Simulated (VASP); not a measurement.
Be5ZnSe6:

```xyz
12
Lattice="-0.1891 -0.0487 6.0828 6.6334 -0.0820 -0.1989 -3.3877 5.6587 0.0551" Properties=species:S:1:pos:R:3 pbc="T T T"
Be    1.1302    5.3926    0.0312
Be    1.0134    1.8946    0.0286
Be    4.3782    3.6031   -0.0938
Be    3.1845    1.8949    3.0127
Be   -0.2771    3.5886    3.0525
Zn   -0.1247   -0.2195    2.8999
Se    1.0227    5.7316    2.1764
Se    1.0567    2.0548    2.1533
Se    4.3099    3.6152    2.1862
Se   -0.1503   -0.0382    5.3919
Se    3.0894    1.8244    5.2483
Se   -0.1631    3.8592    5.3494
```

```yaml
Program: VASP 6.6.1
Task: relaxation of cell and atoms
Functional: PBE
Potentials_or_basis: VASP PAW PBE potentials, release 64 (Be, Zn, Se)
Cutoff: 600 eV
k_mesh: 2 × 3 × 3
Occupations: gaussian, width 0.1 eV
Spin: no spin polarisation
```

At the start: pressure 1.2 GPa; volume 18.87 Å³/atom.

How do energy, volume and symmetry change on relaxing?

Over 14 steps the energy falls by 150.6 meV/atom and the volume is 18.33 Å³/atom (-2.9 %); space group P1 (No. 1, to 0.1 Å) before, P31m (No. 157, to 0.1 Å).

Step by step:
```
step  energy change (eV)  largest force (eV/Å)  pressure (GPa)  volume (Å³)
   1              0.0000                3.0100            1.18       226.41
   2             -1.2292                1.1952           -2.44       230.86
   3             -1.2825                1.0797           -3.01       232.36
   4             -1.6051                1.0468            0.03       220.58
   5             -1.6188                1.0474            0.92       217.81
   6             -1.7410                0.4959            0.39       218.89
   7             -1.7583                0.3644            0.17       219.47
   8             -1.7880                0.1983           -0.17       220.44
   9             -1.7921                0.1463           -0.30       220.93
  10             -1.8011                0.1034            0.09       219.70
  11             -1.8017                0.1094            0.22       219.30
  12             -1.8053                0.0746            0.00       219.99
  13             -1.8057                0.0618           -0.11       220.32
  14             -1.8068                0.0247            0.01       219.94
```

Final structure:
```
Be Zn Se
1.0
    -0.00303    0.00125    6.11763
     6.44245   -0.00231    0.00022
    -3.22068    5.58172    0.00056
Be Zn Se
5 1 6
Direct
  0.00549 0.66012 0.99950
  0.00515 0.33970 0.33872
  0.00524 0.00055 0.65996
  0.50493 0.66629 0.33357
  0.50501 0.33336 0.66765
  0.50678 0.00010 0.00073
  0.37294 0.64146 0.00037
  0.37325 0.35845 0.35910
  0.37314 0.99992 0.64243
  0.90777 0.99974 0.99925
  0.87503 0.66690 0.33279
  0.87529 0.33341 0.66592
```

Caveat: the k points lie up to 0.51 Å⁻¹ apart in the final cell.
